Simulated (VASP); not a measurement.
## WS2: single point with PBE+D3(BJ)

The system is WS2, a slab with vacuum.

```
S W
1.0
     3.15955    0.00000    0.00000
    -1.57977    2.73625    0.00000
     0.00000    0.00000   23.80426
S W
4 2
Direct
  0.33333 0.66667 0.18904
  0.33333 0.66667 0.32146
  0.33333 0.00000 0.45967
  0.33333 0.00000 0.59209
  0.66667 0.33333 0.25525
  0.66667 0.66667 0.52588
```

This cell differs from its parent crystal: layers slid over each other.

| Item | Value |
| --- | --- |
| Program | VASP 6.6.1 |
| Task | single point |
| Functional | PBE |
| Dispersion | D3(BJ) |
| Potentials or basis | VASP PAW PBE potentials, release 64 (S, W_sv) |
| Cutoff | 520 eV |
| k mesh | 9 × 9 × 1 |
| Occupations | gaussian, width 0.05 eV |
| Spin | no spin polarisation |
| Dipole correction | yes |
| Further INCAR settings | ALGO = Normal; EDIFF = 1e-06; NBANDS = 35 |

```yaml
Largest_force: 0.053 eV/Å
Band_gap_on_the_k_mesh: 1.66 eV (least direct gap 1.91 eV)
Dispersion_energy_per_atom: -0.357 eV
```

Forces on the atoms (eV/Å):
```
S    0.001  0.001  0.004
S    0.024 -0.045 -0.016
S   -0.027  0.043  0.016
S    0.002  0.000 -0.004
W    0.005 -0.009  0.042
W   -0.005  0.008 -0.042
```

Levels at points of the mesh, in eV from the valence-band top:
```csv
k point,band 22,band 23,band 24,band 25,band 26,band 27,band 28,band 29,band 30,band 31
"(0.00, 0.00, 0.00)",-1.82,-1.81,-1.81,-0.58,0.00,2.67,2.67,2.70,2.70,2.80
```

Wall time 2.4 min on 1 thread of AMD EPYC 9R45 96-Core Processor (Zen 5), on a shared host, peak memory 0.37 GiB.

Caveat: the cell differs from its parent crystal (layers slid over each other); spin-orbit coupling is left out, which moves the levels of the heavy elements.
